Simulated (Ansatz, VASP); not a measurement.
## Two plane-wave programs on Zr2Si5

The input INCAR:

```
PREC = Accurate
ENCUT = 520
EDIFF = 1E-7
ISMEAR = 0
SIGMA = 0.1
LREAL = False
LASPH = True
NELM = 60
ALGO = Normal
ISIF = 2
LWAVE = False
LCHARG = True
LDIPOL = True
IDIPOL = 3
DIPOL = 0.5 0.5 0.500
GGA = PE
LELF = True
LVHAR = True
LVACPOTAV = True
NBANDS = 57
```

Contents of KPOINTS:

```
Automatic mesh
0
Gamma
  9 9 1
```

The input POSCAR:

```
Zr2Si5
1.0
    3.6790720029      0.0000000000      0.0000000000
    0.0000000000      3.7051806738      0.0000000000
    0.0000000000      0.0000000000     21.7972630146
Si Zr
10 4
Direct
    0.2500000000      0.5000000000      0.1605706183
    0.7500000000      0.0000000000      0.1609943763
    0.2500000000      0.0000000000      0.2943663870
    0.7500000000      0.0000000000      0.3664161103
    0.2500000000      0.0000000000      0.4997881210
    0.7500000000      0.5000000000      0.5002118790
    0.2500000000      0.5000000000      0.6335838897
    0.7500000000      0.5000000000      0.7056336130
    0.2500000000      0.5000000000      0.8390056237
    0.7500000000      0.0000000000      0.8394293817
    0.7500000000      0.5000000000      0.2589293410
    0.2500000000      0.5000000000      0.4018531563
    0.7500000000      0.0000000000      0.5981468437
    0.2500000000      0.0000000000      0.7410706590
```

Input for Ansatz:

```yaml
crystal:
  lattice:
    - [3.6790720029, 0.0, 0.0]
    - [0.0, 3.7051806738, 0.0]
    - [0.0, 0.0, 21.7972630146]
  atoms:
    - { symbol: Si, position: [0.25, 0.5, 0.1605706183] }
    - { symbol: Si, position: [0.75, 0.0, 0.1609943763] }
    - { symbol: Zr, position: [0.75, 0.5, 0.258929341] }
    - { symbol: Si, position: [0.25, 0.0, 0.294366387] }
    - { symbol: Si, position: [0.75, 0.0, 0.3664161103] }
    - { symbol: Zr, position: [0.25, 0.5, 0.4018531563] }
    - { symbol: Si, position: [0.25, 0.0, 0.499788121] }
    - { symbol: Si, position: [0.75, 0.5, 0.500211879] }
    - { symbol: Zr, position: [0.75, 0.0, 0.5981468437] }
    - { symbol: Si, position: [0.25, 0.5, 0.6335838897] }
    - { symbol: Si, position: [0.75, 0.5, 0.705633613] }
    - { symbol: Zr, position: [0.25, 0.0, 0.741070659] }
    - { symbol: Si, position: [0.25, 0.5, 0.8390056237] }
    - { symbol: Si, position: [0.75, 0.0, 0.8394293817] }
basis:
  ecutwfc: 420
kpoints:
  mp_grid: { grid: [9, 9, 1] }
hamiltonian:
  xc: pbe
scf:
  occupations: { method: gaussian, width: 0.1 }
output:
  forces: true
  stress: true
  eigenvalues: true
efield:
  axis: 3
  dipole_correction: true
  ramp_width: 0.04
```

Alike in both runs: task single point; functional PBE; k mesh 9 × 9 × 1; occupations gaussian, width 0.1 eV; no spin polarisation.

|  | VASP | Ansatz |
| --- | --- | --- |
| version | VASP 6.6.1 | Ansatz 0.2.0 |
| potentials or method | VASP PAW PBE potentials, release 64 (Si, Zr_sv), cutoff 520 eV | scalar-relativistic, plane waves, PAW |
| valence electrons in the cell | 88 | 88 |

```tsv
	VASP	Ansatz	Ansatz less VASP
gap on the k mesh at the Fermi level (eV)	none	none	-
rms of the force components (eV/Å)	0.196	0.196	+0.0002
```

A gap of «none» marks a metal or a gap that the smearing closes. Ansatz's warnings: vacuum density over bound.
